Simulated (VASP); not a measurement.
# SiC (F-43m) in VASP: single point with PBEsol

Aim: the single point of SiC with PBEsol.

All numbers are computed with VASP 6.6.1; they aren't measurements. Logs are shortened: lines on timing, memory, paths and dates and some standing lists are left out, and cuts for length are marked.

**Experimental background.**

From “Insight into the structural, elastic and electronic properties of a new orthorhombic 6O-SiC polytype”, 2020, pmc:7200658, for a bulk crystal of SiC: band gap 2.4 eV (indirect).

How close the calculation comes is told below.

### 1 The cell of the first run

It takes space group F-43m (No. 216, cubic). Conventional cell: a = 4.358 Å, b = 4.358 Å, c = 4.358 Å, α = 90.00°, β = 90.00°, γ = 90.00°. Si (site symmetry -43m) has 4 C at 1.89 Å within 2.5 Å. C (site symmetry -43m) has 4 Si at 1.89 Å within 2.5 Å.

### 2 Single point, PBEsol

File INCAR:

```
SYSTEM = SiC
  PREC = Accurate
  ENCUT = 520
  EDIFF = 1E-6
  ISMEAR = 0
  SIGMA = 0.01
  LREAL = .False.
  LASPH = .True.
  NELM = 100
  ALGO = Normal
  ISIF = 2
  LWAVE = .False.
  LCHARG = .True.
  GGA = PS
  LELF = .True.
  LVHAR = .True.
  NBANDS = 11
```

File KPOINTS:

```
Automatic mesh
0
Gamma
  10 10 10
  0 0 0
```

File POSCAR:

```
SiC
1.0
    0.0000000000      2.1790000000      2.1790000000
    2.1790000000      0.0000000000      2.1790000000
    2.1790000000      2.1790000000      0.0000000000
Si C
1 1
Direct
    0.0000000000      0.0000000000      0.0000000000
    0.7500000000      0.7500000000      0.7500000000
```

Potentials or basis: VASP PAW PBE potentials, release 64 (Si, C).

Command:

```bash
cat potpaw_PBE.64/Si/POTCAR potpaw_PBE.64/C/POTCAR > POTCAR
mpirun -np 1 vasp_std > vasp.out
```

OUTCAR:

```text
SYSTEM = SiC
   PREC = Accurate
   ENCUT = 520
   EDIFF = 1E-6
   ISMEAR = 0
   LREAL = .False.
   LASPH = .True.
   NELM = 100
   ISIF = 2
   GGA = PS

 ion  position               nearest neighbor table
   1  0.000  0.000  0.000-   2 1.89   2 1.89   2 1.89   2 1.89
   2  0.750  0.750  0.750-   1 1.89   1 1.89   1 1.89   1 1.89

  LATTYP: Found a face centered cubic cell.
 ALAT       =     4.3580000000

  Lattice vectors:

 A1 = (   0.0000000000,   2.1790000000,   2.1790000000)
 A2 = (   2.1790000000,   0.0000000000,   2.1790000000)
 A3 = (   2.1790000000,   2.1790000000,   0.0000000000)

Analysis of symmetry for initial positions (statically):
=====================================================================
 Subroutine PRICEL returns:
 Original cell was already a primitive cell.

 Routine SETGRP: Setting up the symmetry group for a
 face centered cubic supercell.

 Subroutine GETGRP returns: Found 24 space group operations
 (whereof 24 operations were pure point group operations)
 out of a pool of 48 trial point group operations.

The static configuration has the point symmetry T_d .

Analysis of symmetry for dynamics (positions and initial velocities):
=====================================================================
 Subroutine PRICEL returns:
 Original cell was already a primitive cell.

 Routine SETGRP: Setting up the symmetry group for a
 face centered cubic supercell.

 Subroutine GETGRP returns: Found 24 space group operations
 (whereof 24 operations were pure point group operations)
 out of a pool of 48 trial point group operations.

The dynamic configuration has the point symmetry T_d .

 Subroutine INISYM returns: Found 24 space group operations
 (whereof 24 operations are pure point group operations),
 and found     1 'primitive' translations

----------------------------------------------------------------------------------------

                                     Primitive cell

  volume of cell :      20.6920

  direct lattice vectors                    reciprocal lattice vectors
     0.000000000  2.179000000  2.179000000    -0.229463056  0.229463056  0.229463056
     2.179000000  0.000000000  2.179000000     0.229463056 -0.229463056  0.229463056
     2.179000000  2.179000000  0.000000000     0.229463056  0.229463056 -0.229463056

  length of vectors
     3.081571352  3.081571352  3.081571352     0.397441672  0.397441672  0.397441672

  position of ions in fractional coordinates (direct lattice)
     0.000000000  0.000000000  0.000000000
     0.750000000  0.750000000  0.750000000

  ion indices of the primitive-cell ions
[... 79 lines left out ...]
   IBRION =     -1    ionic relax: 0-MD 1-quasi-New 2-CG
   NFREE  =      0    steps in history (QN), initial steepest desc. (CG)
   ISIF   =      2    stress and relaxation
   ISYM   =      2    0-nonsym 1-usesym 2-fastsym
   POTIM  = 0.5000    time-step for ionic-motion
   TEBEG  =    0.0;   TEEND  =   0.0 temperature during run
   PSTRESS=    0.0 pullay stress
   NELECT =       8.0000    total number of electrons
   NUPDOWN=      -1.0000    fix difference up-down
   EMIN   =  10.00;   EMAX   =-10.00  energy-range for DOS
   EFERMI =   0.00;   METHOD = LEGACY
   ISMEAR =     0;   SIGMA  =   0.01  broadening in eV -4-tet -1-fermi 0-gaus
   EFERMI_NEDOS =   21; number of points for ismear=-14 and -15
   IALGO  =     38    algorithm
   IMIX   =      4    mixing-type and parameters
     AMIX     =   0.40;   BMIX     =  1.00
     AMIX_MAG =   1.60;   BMIX_MAG =  1.00
  volume/ion in A,a.u.               =      10.35        69.82
  Fermi-wavevector in a.u.,A,eV,Ry     =   1.192626  2.253736 19.352338  1.422357
  Thomas-Fermi vector in A             =   2.328660
   LORBIT       =      0    0 simple, 1 ext, 2 COOP (PROOUT), +10 PAW based schemes
   GGA     = PS    functional components
   LHFCALC =     F    Hartree Fock is set to
   AEXX    =    0.0000 exact exchange contribution
   IVDW    =     0    specifies the selected vdW correction
   LEPSILON=     F    determine dielectric tensor
   LRPA    =     F    only Hartree local field effects (RPA)
 non-spin polarized calculation
 Gauss-broadening in eV      SIGMA  =   0.01
  energy-cutoff  :      520.00
  volume of cell :       20.69
 maximum number of plane-waves:       568
   NGX = 11   NGY = 11   NGZ = 11

 number of electron       8.0000001 magnetization

 Free energy of the ion-electron system (eV)
  ---------------------------------------------------
  ext. energy  EPLUGINS =         0.00000000
  ---------------------------------------------------
  free energy    TOTEN  =       -15.91498998 eV

  energy without entropy =      -15.91498998  energy(sigma->0) =      -15.91498998

 E-fermi :   8.1829     XC(G=0): -11.5049

 val. band max:        8.0565926517   @ k =   0.0000   0.0000   0.0000
 cond. band min:       9.2903504146   @ k =   0.5000   0.5000   0.0000
 fundamental gap:      1.2337577629
 Fermi energy:         8.1829358237

 k-point     1 :       0.0000    0.0000    0.0000
  band No.  band energies     occupation
      1      -7.3676      2.00000
      2       8.0566      2.00000
      3       8.0566      2.00000
      4       8.0566      2.00000
      5      14.2438      0.00000
      6      15.2990      0.00000
      7      15.2990      0.00000
      8      15.2990      0.00000
      9      22.5128      0.00000
     10      22.5128      0.00000
     11      24.3190      0.00000
[... 309 lines left out ...]
 k-point    24 :       0.4000    0.3000    0.0000
  band No.  band energies     occupation
      1      -4.2079      2.00000
      2       2.4704      2.00000
      3       4.8725      2.00000
      4       5.4103      2.00000
      5      10.8129      0.00000
      6      13.5682      0.00000
      7      19.6098      0.00000
      8      19.9194      0.00000
      9      21.7347      0.00000
     10      26.0703      0.00000
     11      29.2254      0.00000

 [... further k-points ...]
[... 5 lines left out ...]
  --------------------------------------------------------------------------------------
  -------------------------------------------------------------------------------------
  Total        0.0225645      0.0225645      0.0225645      0.0000000      0.0000000      0.0000000
  in kB        1.7471710      1.7471710      1.7471710      0.0000000      0.0000000      0.0000000
  external PRESSURE =       1.7471710 kB  Pullay stress =       0.0000000 kB

 VOLUME and BASIS-vectors are now :
 -----------------------------------------------------------------------------
  energy-cutoff  :      520.00
  volume of cell :       20.69
      direct lattice vectors                 reciprocal lattice vectors
     0.000000000  2.179000000  2.179000000    -0.229463056  0.229463056  0.229463056
     2.179000000  0.000000000  2.179000000     0.229463056 -0.229463056  0.229463056
     2.179000000  2.179000000  0.000000000     0.229463056  0.229463056 -0.229463056

 POSITION                                       TOTAL-FORCE (eV/Angst)
 -----------------------------------------------------------------------------------
      0.00000      0.00000      0.00000        -0.000000      0.000000     -0.000000
      3.26850      3.26850      3.26850         0.000000     -0.000000      0.000000
 -----------------------------------------------------------------------------------
    total drift:                               -0.000000     -0.000000     -0.000000

  FREE ENERGIE OF THE ION-ELECTRON SYSTEM (eV)
  ---------------------------------------------------
  free  energy   TOTEN  =       -15.9149899807 eV

  energy  without entropy=      -15.9149899807  energy(sigma->0) =      -15.91498998
```

OSZICAR:

```text
N       E                     dE             d eps       ncg     rms          rms(c)
DAV:   1     0.379524871139E+01    0.37952E+01   -0.38879E+03  1066   0.617E+02
DAV:   2    -0.170584666885E+02   -0.20854E+02   -0.19754E+02  1348   0.111E+02
DAV:   3    -0.177099968845E+02   -0.65153E+00   -0.65053E+00  1262   0.165E+01
DAV:   4    -0.177124191372E+02   -0.24223E-02   -0.24220E-02  1183   0.130E+00
DAV:   5    -0.177124298993E+02   -0.10762E-04   -0.10762E-04  1261   0.799E-02    0.874E+00
DAV:   6    -0.159944868693E+02    0.17179E+01   -0.60429E+00  1148   0.109E+01    0.393E+00
DAV:   7    -0.159296109092E+02    0.64876E-01   -0.37258E-01  1243   0.344E+00    0.176E+00
DAV:   8    -0.159151697332E+02    0.14441E-01   -0.21004E-02  1175   0.923E-01    0.164E-01
DAV:   9    -0.159149440519E+02    0.22568E-03   -0.17391E-03  1252   0.220E-01    0.110E-01
DAV:  10    -0.159149895674E+02   -0.45515E-04   -0.12483E-04  1169   0.704E-02    0.254E-02
DAV:  11    -0.159149897185E+02   -0.15112E-06   -0.12448E-05  1253   0.193E-02    0.589E-03
DAV:  12    -0.159149899807E+02   -0.26223E-06   -0.70553E-07   700   0.518E-03
   1 F= -.15914990E+02 E0= -.15914990E+02  d E =-.800666E-74
```

stdout:

```text
POSCAR found type information on POSCAR SiC
 POSCAR found :  2 types and       2 ions
 scaLAPACK will be used
 -----------------------------------------------------------------------------
|                                                                             |
|                                                                             |
|     You enforced a specific xc type in the INCAR file but a different       |
|     I HOPE YOU KNOW WHAT YOU ARE DOING!                                     |
|                                                                             |
 -----------------------------------------------------------------------------

 LDA part: xc-table for (Slater+PW92), standard interpolation
 POSCAR, INCAR and KPOINTS ok, starting setup
 FFT: planning ... GRIDC
 FFT: planning ... GRID_SOFT
 FFT: planning ... GRID
 WAVECAR not read
 entering main loop
```

It took 9.8 s on 1 thread of Intel Xeon Platinum 8259CL at 2.50GHz (Skylake/Cascade Lake), shared host; peak memory 0.13 GiB.

What came out:

```yaml
Free_energy: -15.9150 eV
Pressure: 0.2 GPa
Band_gap_on_the_k_mesh: 1.23 eV, indirect (least direct gap 4.44 eV)
```

Levels at points of the mesh, in eV from the valence-band top:
| k point | band 1 | band 2 | band 3 | band 4 | band 5 | band 6 | band 7 | band 8 | band 9 |
| --- | --- | --- | --- | --- | --- | --- | --- | --- | --- |
| (0.00, 0.00, 0.00) | -15.42 | 0.00 | 0.00 | 0.00 | 6.19 | 7.24 | 7.24 | 7.24 | 14.46 |
| (0.50, 0.00, 0.00) | -11.82 | -8.60 | -1.06 | -1.06 | 5.37 | 7.14 | 7.14 | 9.92 | 16.01 |
| (0.50, 0.50, 0.00) | -10.36 | -7.83 | -3.21 | -3.21 | 1.23 | 4.20 | 13.95 | 13.95 | 14.68 |

Caveat: the PAW data sets were made with another functional, which shifts forces and pressure a little.

### 3 How close it comes

Step 2. Against the measured gap of SiC, 2.4 eV (indirect; quoted in “Insight into the structural, elastic and electronic properties of a new orthorhombic 6O-SiC polytype”, 2020, pmc:7200658), the calculated 1.23 eV is off by -1.17 eV. The value is that of PBEsol on a finite k mesh, which can miss the band edges, without temperature or zero-point motion. Semilocal functionals fall short of measured gaps as a rule.
